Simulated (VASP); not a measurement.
Set up this calculation in VASP 6.6.1, as the native input.

| Item | Value |
| --- | --- |
| Task | relaxation of cell and atoms |
| Functional | BLYP |
| Potentials or basis | VASP PAW PBE potentials, release 64 (Mg) |
| Cutoff | 600 eV |
| k mesh | 10 × 10 × 5 |
| Occupations | fermi-dirac, width 0.05 eV |
| Spin | no spin polarisation |
| Dipole correction | no |
| Further INCAR settings | ALGO = Normal; EDIFF = 1e-06; IBRION = 2; EDIFFG = -0.01; NSW = 60; ISIF = 3 |

The structure of Mg lies in POSCAR:

```
Mg
1.0
    3.2093000000      0.0000000000      0.0000000000
   -1.6046500000      2.7793353284      0.0000000000
    0.0000000000      0.0000000000      5.2103000000
Mg
2
Direct
    0.6666666667      0.3333333333      0.7500000000
    0.3333333333      0.6666666667      0.2500000000
```

The input as run:

INCAR

```
AGGAC = 1.0 ; AGGAX = 1.0
ALDAC = 0.0 ; ALDAX = 1.0
ALGO = Normal ; EDIFF = 1E-6
EDIFFG = -0.01 ; ENCUT = 600
GGA = B5 ; IBRION = 2
ISIF = 3 ; ISMEAR = -1
LASPH = T ; LCHARG = F
LREAL = F ; LWAVE = F
NELM = 80 ; NSW = 60
PREC = Accurate ; SIGMA = 0.05
```

KPOINTS

```
k-points
0
Gamma
  10 10 5
```

Potentials or basis: VASP PAW PBE potentials, release 64 (Mg).

Run with:

```sh
$ cat potpaw_PBE.64/Mg/POTCAR > POTCAR
$ mpirun -np 1 vasp_std > vasp.out
```

Results of the run:

```yaml
Relaxed_volume: 23.54 Å³/atom
Relaxed_cell: a = 3.179 Å, b = 3.179 Å, c = 5.380 Å, α = 90.00°, β = 90.00°, γ = 120.00°
Space_group_after_relaxing_to_0.1_Å: P6_3/mmc (No. 194)
Energy_gained_by_relaxing: 3.6 meV/atom
Ionic_steps: 8
Pressure_after_relaxing: 0.0 GPa
Band_gap_on_the_k_mesh: zero (bands 2 and 3 overlap by 2.25 eV)
```

Caveat: the PAW data sets were made with another functional, which shifts forces and pressure a little.

It took 95 s on 1 thread of Intel(R) Xeon(R) Platinum 8259CL CPU @ 2.50GHz (Skylake/Cascade Lake) (shared host), peak memory 0.18 GiB.
